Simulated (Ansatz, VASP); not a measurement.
## Two plane-wave programs on Ag

```
CELL_PARAMETERS angstrom
2.98747 0.00000 0.00000
-1.49373 2.58722 0.00000
0.00000 0.00000 4.88395
ATOMIC_POSITIONS crystal
Ag 0.66667 0.33333 0.75000
Ag 0.33333 0.66667 0.25000
```

Alike in both runs: task single point; functional r2SCAN; k mesh 10 × 10 × 6; occupations fermi-dirac, width 0.05 eV; no spin polarisation.

|  | VASP | Ansatz |
| --- | --- | --- |
| version | VASP 6.6.1 | Ansatz 0.2.0 |
| potentials or method | VASP PAW PBE potentials, release 64 (Ag) | Ansatz PAW |
| plane-wave cutoff (eV) | 520 | 500 |
| valence electrons in the cell | 22 | 38 |

Ansatz gave:

- gap on the k mesh at the Fermi level (eV): none
- pressure (GPa): -6.7
- traceless stress, the component that is largest in VASP (GPa): -0.54

Q: Estimate VASP's values.

A: gap on the k mesh at the Fermi level (eV): none; pressure (GPa): -6.7; traceless stress, the component that is largest in VASP (GPa): -0.52.

VASP's potentials were made for PBE, not for r2SCAN. A gap of «none» marks a metal or a gap that the smearing closes. VASP's potentials hold 22 valence electrons a cell and Ansatz's 38, so a difference there can come from the potentials and not from the codes.
